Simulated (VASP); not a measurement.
Input of a VASP 6.6.1 run:

File INCAR:

```
PREC     = Accurate       # precision mode
ENCUT    = 520            # plane-wave cutoff, eV
EDIFF    = 1E-6           # SCF threshold, eV
ISMEAR   = 0              # smearing method
SIGMA    = 0.05           # smearing width, eV
LREAL    = False          # projectors in reciprocal space
LASPH    = True           # aspherical terms in the spheres
NELM     = 60             # most SCF steps
ALGO     = Normal         # electronic algorithm
ISIF     = 2              # what is computed and relaxed
LWAVE    = False          # write WAVECAR
LCHARG   = False          # write CHGCAR
GGA      = PE             # functional
IVDW     = 12             # dispersion correction
NBANDS   = 15             # bands
```

Contents of KPOINTS:

```
Automatic mesh
0
Gamma
  6 6 6
```

The input POSCAR:

```
BaTe
1.0
    0.0000000000      3.5307431915      3.5307431915
    3.5307431915      0.0000000000      3.5307431915
    3.5307431915      3.5307431915      0.0000000000
Ba Te
1 1
Direct
    0.5000000000      0.5000000000      0.5000000000
    0.0000000000      0.0000000000      0.0000000000
```

Potentials or basis: VASP PAW PBE potentials, release 64 (Ba_sv, Te).

Run with:

```sh
$ cat potpaw_PBE.64/Ba_sv/POTCAR potpaw_PBE.64/Te/POTCAR > POTCAR
$ mpirun -np 1 vasp_std > vasp.out
```

Problem. Estimate the band gap on the k mesh.

Solution. 1.57 eV, indirect (least direct gap 1.96 eV).

Problem. What does it give for the dispersion energy per atom?

Solution. -0.303 eV.

Problem. Estimate the pressure.

Solution. -0.8 GPa.

Caveat: spin-orbit coupling is left out, which moves the levels of the heavy elements. A k mesh can miss the band edges.
